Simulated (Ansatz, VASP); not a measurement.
Two plane-wave programs on Cu

File POSCAR:

```
Cu
1.0
    0.0000000000      1.7885852991      1.7885852991
    1.7885852991      0.0000000000      1.7885852991
    1.7885852991      1.7885852991      0.0000000000
Cu
1
Direct
    0.5000000000      0.5000000000      0.5000000000
```

The input INCAR.step1:

```
PREC = Accurate
ENCUT = 600
ISMEAR = 0
SIGMA = 0.1
LREAL = F
LASPH = T
NELM = 80
GGA = PE
ALGO = Normal
EDIFF = 1E-4
LWAVE = T
LCHARG = F
```

Contents of INCAR.step2:

```
PREC = Accurate
ENCUT = 600
EDIFF = 1E-6
ISMEAR = 0
SIGMA = 0.1
LREAL = F
LASPH = T
NELM = 80
ALGO = Normal
ISIF = 3
LWAVE = F
LCHARG = F
METAGGA = R2SCAN
LMIXTAU = T
IBRION = 2
NSW = 100
EDIFFG = -0.01
ISTART = 1
```

Contents of KPOINTS:

```
regular mesh
0
Gamma
  26 26 26
```

Input for Ansatz:

```yaml
crystal:
  lattice:
    - [0.0, 1.7885852991, 1.7885852991]
    - [1.7885852991, 0.0, 1.7885852991]
    - [1.7885852991, 1.7885852991, 0.0]
  atoms:
    - { symbol: Cu, position: [0.5, 0.5, 0.5] }
basis:
  ecutwfc: 500
kpoints:
  mp_grid: { grid: [26, 26, 26] }
hamiltonian:
  xc: r2scan
scf:
  occupations: { method: gaussian, width: 0.1 }
output:
  forces: true
  stress: true
  eigenvalues: true
relax:
  adjacent_minimum: "off"
  f_tol: 0.01
  max_steps: 80
  cell: { stress_tol: 0.05 }
```

Alike in both runs: task relaxation of cell and atoms; functional r2SCAN; k mesh 26 × 26 × 26; occupations gaussian, width 0.1 eV; no spin polarisation.

|  | VASP | Ansatz |
| --- | --- | --- |
| version | VASP 6.6.1 | Ansatz 0.2.0 |
| potentials or method | VASP PAW PBE potentials, release 64 (Cu), cutoff 600 eV | scalar-relativistic, plane waves, PAW |
| valence electrons in the cell | 11 | 19 |

|  | VASP | Ansatz | Ansatz less VASP |
| --- | --- | --- | --- |
| gap on the k mesh at the Fermi level, each at its own relaxed structure (eV) | none | none | - |
| relaxed volume (Å³/atom) | 11.49 | 11.44 | -0.048 |
| relaxed cell length with the largest relative difference (Å) | 2.533 | 2.529 | -0.0036 |

VASP's potentials were made for PBE, not for r2SCAN. A gap of «none» marks a metal or a gap that the smearing closes. VASP's potentials hold 11 valence electrons a cell and Ansatz's 19, so a difference there can come from the potentials and not from the codes.
